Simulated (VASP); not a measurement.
# MgF2 (P4_2/mnm) in VASP: single point with PBEsol

Aim: the single point of MgF2 with PBEsol.

Everything below comes from runs of VASP 6.6.1. Logs are shortened: lines on timing, memory, paths and dates and some standing lists are left out, and cuts for length are marked.

### 1 The cell of the first run

The structure is tetragonal, space group P4_2/mnm (No. 136). The conventional cell has a = 4.689 Å, b = 4.689 Å, c = 3.087 Å, α = 90.00°, β = 90.00°, γ = 90.00°. Mg (site symmetry mmm) has 6 F at 2.02 Å within 2.7 Å. F (site symmetry m2m) has 3 Mg at 2.02 Å and 1 F at 2.60 Å within 2.7 Å.

### 2 Single point, PBEsol (11.31 Å³/atom)

INCAR reads:

```
SYSTEM = MgF2
PREC = Accurate
ENCUT = 840
EDIFF = 1E-6
ISMEAR = 0
SIGMA = 0.02
LREAL = .FALSE.
LASPH = .TRUE.
NELM = 120
ALGO = Normal
ISIF = 2
LWAVE = .FALSE.
LCHARG = .TRUE.
GGA = PS
LELF = .TRUE.
LVHAR = .TRUE.
NBANDS = 33
GGA_COMPAT = .FALSE.
```

KPOINTS reads:

```
regular mesh
0
G
  6 6 8
  0 0 0
```

POSCAR reads:

```
MgF2
1.0
    4.6886723341      0.0000000000      0.0000000000
    0.0000000000      4.6886723341      0.0000000000
    0.0000000000      0.0000000000      3.0873012543
Mg F
2 4
Direct
    0.0000000000      0.0000000000      0.0000000000
    0.5000000000      0.5000000000      0.5000000000
    0.3040321448      0.3040321448      0.0000000000
    0.1959678552      0.8040321448      0.5000000000
    0.6959678552      0.6959678552      0.0000000000
    0.8040321448      0.1959678552      0.5000000000
```

Potentials or basis: VASP PAW PBE potentials, release 64 (Mg_sv, F).

Command:

```sh
> cat potpaw_PBE.64/Mg_sv/POTCAR potpaw_PBE.64/F/POTCAR > POTCAR
> mpirun -np 1 vasp_std > vasp.out
```

OUTCAR:

```text
SYSTEM = MgF2
   PREC = Accurate
   ENCUT = 840
   EDIFF = 1E-6
   ISMEAR = 0
   LREAL = .FALSE.
   LASPH = .TRUE.
   NELM = 120
   ISIF = 2
   GGA = PS

 ion  position               nearest neighbor table
   1  0.000  0.000  0.000-   3 2.02   5 2.02   4 2.02   6 2.02   4 2.02   6 2.02
   2  0.500  0.500  0.500-   4 2.02   6 2.02   5 2.02   3 2.02   3 2.02   5 2.02
   3  0.304  0.304  0.000-   1 2.02   2 2.02   2 2.02
   4  0.196  0.804  0.500-   2 2.02   1 2.02   1 2.02
   5  0.696  0.696  0.000-   1 2.02   2 2.02   2 2.02
   6  0.804  0.196  0.500-   2 2.02   1 2.02   1 2.02

  LATTYP: Found a simple tetragonal cell.
 ALAT       =     4.6886723341
 C/A-ratio  =     0.6584595882

  Lattice vectors:

 A1 = (   4.6886723341,   0.0000000000,   0.0000000000)
 A2 = (   0.0000000000,   4.6886723341,   0.0000000000)
 A3 = (   0.0000000000,   0.0000000000,   3.0873012543)

Analysis of symmetry for initial positions (statically):
=====================================================================
 Subroutine PRICEL returns:
 Original cell was already a primitive cell.

 Routine SETGRP: Setting up the symmetry group for a
 simple tetragonal supercell.

 Subroutine GETGRP returns: Found 16 space group operations
 (whereof  8 operations were pure point group operations)
 out of a pool of 16 trial point group operations.

The static configuration has the point symmetry D_2h.
 The point group associated with its full space group is D_4h.

Analysis of symmetry for dynamics (positions and initial velocities):
=====================================================================
 Subroutine PRICEL returns:
 Original cell was already a primitive cell.

 Routine SETGRP: Setting up the symmetry group for a
 simple tetragonal supercell.

 Subroutine GETGRP returns: Found 16 space group operations
 (whereof  8 operations were pure point group operations)
 out of a pool of 16 trial point group operations.

The dynamic configuration has the point symmetry D_2h.
 The point group associated with its full space group is D_4h.

 Subroutine INISYM returns: Found 16 space group operations
 (whereof  8 operations are pure point group operations),
 and found     1 'primitive' translations

----------------------------------------------------------------------------------------

                                     Primitive cell

[... 99 lines left out ...]
   LREAL  =      F    real-space projection
   EDIFFG = 0.1E-04   stopping-criterion for IOM
   NSW    =      0    number of steps for IOM
   IBRION =     -1    ionic relax: 0-MD 1-quasi-New 2-CG
   NFREE  =      0    steps in history (QN), initial steepest desc. (CG)
   ISIF   =      2    stress and relaxation
   ISYM   =      2    0-nonsym 1-usesym 2-fastsym
   POTIM  = 0.5000    time-step for ionic-motion
   TEBEG  =    0.0;   TEEND  =   0.0 temperature during run
   PSTRESS=    0.0 pullay stress
   NELECT =      48.0000    total number of electrons
   NUPDOWN=      -1.0000    fix difference up-down
   EMIN   =  10.00;   EMAX   =-10.00  energy-range for DOS
   EFERMI =   0.00;   METHOD = LEGACY
   ISMEAR =     0;   SIGMA  =   0.02  broadening in eV -4-tet -1-fermi 0-gaus
   EFERMI_NEDOS =   21; number of points for ismear=-14 and -15
   IALGO  =     38    algorithm
   IMIX   =      4    mixing-type and parameters
     AMIX     =   0.40;   BMIX     =  1.00
     AMIX_MAG =   1.60;   BMIX_MAG =  1.00
  volume/ion in A,a.u.               =      11.31        76.34
  Fermi-wavevector in a.u.,A,eV,Ry     =   1.458576  2.756308 28.945622  2.127443
  Thomas-Fermi vector in A             =   2.575244
   LORBIT       =      0    0 simple, 1 ext, 2 COOP (PROOUT), +10 PAW based schemes
   GGA     = PS    functional components
   LHFCALC =     F    Hartree Fock is set to
   AEXX    =    0.0000 exact exchange contribution
   IVDW    =     0    specifies the selected vdW correction
   LEPSILON=     F    determine dielectric tensor
   LRPA    =     F    only Hartree local field effects (RPA)
 non-spin polarized calculation
 Gauss-broadening in eV      SIGMA  =   0.02
  energy-cutoff  :      840.00
  volume of cell :       67.87
 maximum number of plane-waves:      3782
 NGX is ok and might be reduce to    48
   NGX = 23   NGY = 23   NGZ = 15

 number of electron      47.9999999 magnetization

 Free energy of the ion-electron system (eV)
  ---------------------------------------------------
  ext. energy  EPLUGINS =         0.00000000
  ---------------------------------------------------
  free energy    TOTEN  =       -32.51219876 eV

  energy without entropy =      -32.51219876  energy(sigma->0) =      -32.51219876

 E-fermi :  -1.5879     XC(G=0):  -9.9566

 val. band max:       -1.6891043794   @ k =   0.0000   0.0000   0.0000
 cond. band min:       4.9996433429   @ k =   0.0000   0.0000   0.0000
 fundamental gap:      6.6887477223
 Fermi energy:        -1.5878655041

 k-point     1 :       0.0000    0.0000    0.0000
  band No.  band energies     occupation
      1     -72.2538      2.00000
      2     -72.2529      2.00000
      3     -39.2280      2.00000
      4     -39.2280      2.00000
      5     -39.2047      2.00000
      6     -39.2047      2.00000
[... 853 lines left out ...]
     32      13.9291      0.00000
     33      15.5560      0.00000

 [... further k-points ...]

------------------------ aborting loop because EDIFF is reached ----------------------------------------

  FORCE on cell =-STRESS in cart. coord.  units (eV):
  Direction    XX          YY          ZZ          XY          YZ          ZX
  --------------------------------------------------------------------------------------
  -------------------------------------------------------------------------------------
  Total       -1.1249666     -1.1249666     -1.0844058     -0.0000000      0.0000000      0.0000000
  in kB      -26.5565375    -26.5565375    -25.5990382     -0.0000000      0.0000000      0.0000000
  external PRESSURE =     -26.2373711 kB  Pullay stress =       0.0000000 kB

 VOLUME and BASIS-vectors are now :
 -----------------------------------------------------------------------------
  energy-cutoff  :      840.00
  volume of cell :       67.87
      direct lattice vectors                 reciprocal lattice vectors
     4.688672334  0.000000000  0.000000000     0.213279992  0.000000000  0.000000000
     0.000000000  4.688672334  0.000000000     0.000000000  0.213279992  0.000000000
     0.000000000  0.000000000  3.087301254     0.000000000  0.000000000  0.323907490

 POSITION                                       TOTAL-FORCE (eV/Angst)
 -----------------------------------------------------------------------------------
      0.00000      0.00000      0.00000         0.000000      0.000000     -0.000000
      2.34434      2.34434      1.54365         0.000000      0.000000     -0.000000
      1.42551      1.42551      0.00000        -0.006661     -0.006661      0.000000
      0.91883      3.76984      1.54365         0.006661     -0.006661     -0.000000
      3.26317      3.26317      0.00000         0.006661      0.006661     -0.000000
      3.76984      0.91883      1.54365        -0.006661      0.006661     -0.000000
 -----------------------------------------------------------------------------------
    total drift:                                0.000000     -0.000000     -0.000000

  FREE ENERGIE OF THE ION-ELECTRON SYSTEM (eV)
  ---------------------------------------------------
  free  energy   TOTEN  =       -32.5121987575 eV

  energy  without entropy=      -32.5121987575  energy(sigma->0) =      -32.51219876
```

OSZICAR:

```text
N       E                     dE             d eps       ncg     rms          rms(c)
DAV:   1     0.612060912499E+03    0.61206E+03   -0.38801E+04  3308   0.228E+03
DAV:   2     0.732753237799E+01   -0.60473E+03   -0.58817E+03  3874   0.583E+02
DAV:   3    -0.318588065148E+02   -0.39186E+02   -0.38824E+02  4850   0.133E+02
DAV:   4    -0.345435781384E+02   -0.26848E+01   -0.26671E+01  4571   0.273E+01
DAV:   5    -0.347072755048E+02   -0.16370E+00   -0.16368E+00  4269   0.375E+00    0.114E+01
DAV:   6    -0.325074839319E+02    0.21998E+01   -0.66068E+00  3920   0.166E+01    0.456E+00
DAV:   7    -0.325035993787E+02    0.38846E-02   -0.21083E-01  4177   0.312E+00    0.251E+00
DAV:   8    -0.325109198847E+02   -0.73205E-02   -0.59278E-02  3868   0.225E+00    0.238E-01
DAV:   9    -0.325117764171E+02   -0.85653E-03   -0.93540E-03  4288   0.609E-01    0.160E-01
DAV:  10    -0.325121983727E+02   -0.42196E-03   -0.11078E-03  3791   0.265E-01    0.178E-02
DAV:  11    -0.325121974356E+02    0.93711E-06   -0.27250E-05  4112   0.448E-02    0.836E-03
DAV:  12    -0.325121989166E+02   -0.14810E-05   -0.21036E-06  3104   0.128E-02    0.387E-03
DAV:  13    -0.325121987575E+02    0.15906E-06   -0.15771E-06  2997   0.114E-02
   1 F= -.32512199E+02 E0= -.32512199E+02  d E =-.291753E-15
```

stdout:

```text
POSCAR found type information on POSCAR MgF
 POSCAR found :  2 types and       6 ions
 scaLAPACK will be used
 -----------------------------------------------------------------------------
|                                                                             |
|                                                                             |
|     You enforced a specific xc type in the INCAR file but a different       |
|     I HOPE YOU KNOW WHAT YOU ARE DOING!                                     |
|                                                                             |
 -----------------------------------------------------------------------------

 LDA part: xc-table for (Slater+PW92), standard interpolation
 POSCAR, INCAR and KPOINTS ok, starting setup
 FFT: planning ... GRIDC
 FFT: planning ... GRID_SOFT
 FFT: planning ... GRID
 WAVECAR not read
 entering main loop
```

Run time: 3.7 min. Hardware: 1 thread of AMD EPYC 7R43 (Zen 3), shared host; peak memory 0.33 GiB.

What came out:

* Free energy: -32.5122 eV
* Pressure: -2.6 GPa
* Largest force: 0.009 eV/Å
* Band gap on the k mesh: 6.69 eV

Forces on the atoms (eV/Å):
```
Mg   0.000  0.000  0.000
Mg   0.000  0.000  0.000
F   -0.007 -0.007  0.000
F    0.007 -0.007  0.000
F    0.007  0.007  0.000
F   -0.007  0.007  0.000
```

Stress tensor (GPa, compression positive):
```
-2.66  0.00  0.00
 0.00 -2.66  0.00
 0.00  0.00 -2.56
```

Levels at points of the mesh, in eV from the valence-band top:
```csv
k point,band 21,band 22,band 23,band 24,band 25,band 26,band 27,band 28
"(0.00, 0.00, 0.00)",-0.73,-0.31,-0.31,0.00,6.69,11.81,11.81,13.32
"(0.50, 0.00, 0.00)",-0.96,-0.96,-0.37,-0.37,9.06,9.06,13.05,13.05
"(0.50, 0.50, 0.00)",-0.91,-0.91,-0.74,-0.74,10.69,10.69,10.86,10.86
"(0.00, 0.00, 0.50)",-1.08,-1.08,-0.82,-0.82,11.37,11.37,14.49,14.49
"(0.50, 0.00, 0.50)",-0.71,-0.71,-0.63,-0.63,12.28,12.28,12.95,12.95
"(0.50, 0.50, 0.50)",-0.58,-0.58,-0.47,-0.47,12.77,12.77,12.92,12.92
```

Caveat: the PAW data sets were made with another functional, which shifts forces and pressure a little. A k mesh can miss the band edges.
